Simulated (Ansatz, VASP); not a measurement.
**Two plane-wave programs on ZnNi2O5**

The input INCAR:

```
SYSTEM = ZnNi2O5
ALGO     = Normal         ! electronic algorithm
EDIFF    = 1E-7           ! SCF threshold, eV
EDIFFG   = -0.08          ! ionic threshold
ENCUT    = 600            ! plane-wave cutoff, eV
GGA      = PE             ! functional
IBRION   = 2              ! ionic algorithm
ISIF     = 3              ! what is computed and relaxed
ISMEAR   = 0              ! smearing method
ISPIN    = 2              ! spin polarisation
LASPH    = .TRUE.         ! aspherical terms in the spheres
LCHARG   = .FALSE.        ! write CHGCAR
LMAXMIX  = 4              ! l up to which the mixer works
LORBIT   = 11             ! projections on sites
LREAL    = .FALSE.        ! projectors in reciprocal space
LWAVE    = .FALSE.        ! write WAVECAR
MAGMOM   = 0 2 2 0 0 0 0 0 ! initial moments
NELM     = 150            ! most SCF steps
NSW      = 36             ! ionic steps
PREC     = Accurate       ! precision mode
SIGMA    = 0.15           ! smearing width, eV
```

The input KPOINTS:

```
k-points
0
G
  5 5 1
  0 0 0
```

POSCAR

```
ZnNi2O5
1.0
    2.8500000000      0.0000000000      0.0000000000
   -1.4250000000      2.4681724000      0.0000000000
    0.0000000000      0.0000000000     11.5500000000
Zn Ni O
1 2 5
Direct
    0.0000000000      0.0000000000      0.7140000000
    0.6666666700      0.3333333300      0.0820000000
    0.6666666700      0.3333333300      0.4630000000
    0.3333333300      0.6666666700      0.0000000000
    0.0000000000      0.0000000000      0.1650000000
    0.6666666700      0.3333333300      0.7920000000
    0.3333333300      0.6666666700      0.3810000000
    0.0000000000      0.0000000000      0.5450000000
```

Input for Ansatz:

```yaml
crystal:
  lattice:
    - [2.85, 0.0, 0.0]
    - [-1.425, 2.4681724, 0.0]
    - [0.0, 0.0, 11.55]
  atoms:
    - { symbol: Zn, position: [0.0, 0.0, 0.714] }
    - { symbol: Ni, position: [0.66666667, 0.33333333, 0.082], spin: 2.0 }
    - { symbol: Ni, position: [0.66666667, 0.33333333, 0.463], spin: 2.0 }
    - { symbol: O, position: [0.33333333, 0.66666667, 0.0] }
    - { symbol: O, position: [0.0, 0.0, 0.165] }
    - { symbol: O, position: [0.66666667, 0.33333333, 0.792] }
    - { symbol: O, position: [0.33333333, 0.66666667, 0.381] }
    - { symbol: O, position: [0.0, 0.0, 0.545] }
basis:
  ecutwfc: 420
kpoints:
  mp_grid: { grid: [5, 5, 1] }
hamiltonian:
  xc: pbe
scf:
  occupations: { method: gaussian, width: 0.15 }
  lower_state_search: "off"
output:
  forces: true
  stress: true
  eigenvalues: true
  populations: true
magnetization:
  spin_polarized: true
relax:
  adjacent_minimum: "off"
  f_tol: 0.08
  max_steps: 16
  cell: { stress_tol: 0.8 }
```

Alike in both runs: task relaxation of cell and atoms; functional PBE; k mesh 5 × 5 × 1; occupations gaussian, width 0.15 eV; collinear spin.

|  | VASP | Ansatz |
| --- | --- | --- |
| version | VASP 6.6.1 | Ansatz 0.2.0 |
| potentials or method | VASP PAW PBE potentials, release 64 (Zn, Ni, O), cutoff 600 eV | scalar-relativistic, plane waves, PAW |
| valence electrons in the cell | 62 | 78 |

```tsv
	VASP	Ansatz	Ansatz less VASP
gap on the k mesh at the Fermi level, each at its own relaxed structure (eV)	none	none	-
net moment per atom (μB)	0.03	0.03	-0.001
size of the moment on the site where the two differ most (μB)	0.04	0.03	-0.004
relaxed volume (Å³/atom)	11.70	11.35	-0.350
relaxed length of the cell vector where the two differ most in proportion (Å)	12.426	12.082	-0.3438
```

Site moments also hang on the region over which each program counts them. A gap of «none» marks a metal or a gap that the smearing closes. VASP's potentials hold 62 valence electrons a cell and Ansatz's 78, so a difference there can come from the potentials and not from the codes. Ansatz's warnings: seeded moment not kept.

The k mesh is coarse, so the values compare programs but aren't converged. Noted on VASP's run: the volume moved by over 15 % at a fixed basis, so the end points are rough.
